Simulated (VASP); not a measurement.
Runs of VASP 6.6.1 on GaP. The structure is that of space group R-3m (No. 166), or close to it. The cells are those of the table. 

| cell | gap on the mesh (eV) | pressure (GPa) | largest force (eV/Å) |
| --- | --- | --- | --- |
| a = 6.611 Å, angles 33.0°, 4 atoms | 0.71 | (c) | 0.02 |
| a = 6.507 Å, angles 34.9°, 4 atoms | 0.62 | -1.1 | 0.81 |
| a = 5.881 Å, angles 39.0°, 4 atoms | none | 16.9 | 5.95 |
| a = 7.340 Å, angles 27.9°, 4 atoms | none | 5.6 | 1.28 |
| a = 7.084 Å, angles 29.5°, 4 atoms | none | (b) | 1.11 |
| a = 6.952 Å, angles 29.5°, 4 atoms | (a) | 10.0 | 1.38 |
| a = 5.937 Å, angles 39.0°, 4 atoms | none | 13.2 | 5.40 |
| a = 7.018 Å, angles 29.5°, 4 atoms | none | 6.6 | 1.24 |

Alike in all rows: task single point; level LDA; potentials or basis VASP PAW LDA potentials, release 64 (Ga_d, P); no spin polarisation; k mesh 9 × 9 × 9; cutoff (eV) 520; smearing gaussian 0.05 eV.

**Question.** Estimate the missing entries.

**Answer.** (a) 0.02; (b) 3.7; (c) 2.5.

Caveats: semilocal functionals underestimate gaps, and a narrow one can read as zero; forces of over 1 eV/Å act on the atoms, so gaps and moduli don't describe the material at rest (at least some runs); the stress differs along the axes, from -5 to 7 GPa (at least some runs); the stress differs along the axes, from -4 to 59 GPa (at least some runs); the stress differs along the axes, from -14 to 16 GPa (at least some runs); the stress differs along the axes, from -12 to 12 GPa (at least some runs); the stress differs along the axes, from -8 to 19 GPa (at least some runs).

A k mesh can miss the band edges, and the runs leave out spin-orbit coupling on Ga.

A gap of «none» marks levels without a gap at the run's occupations.
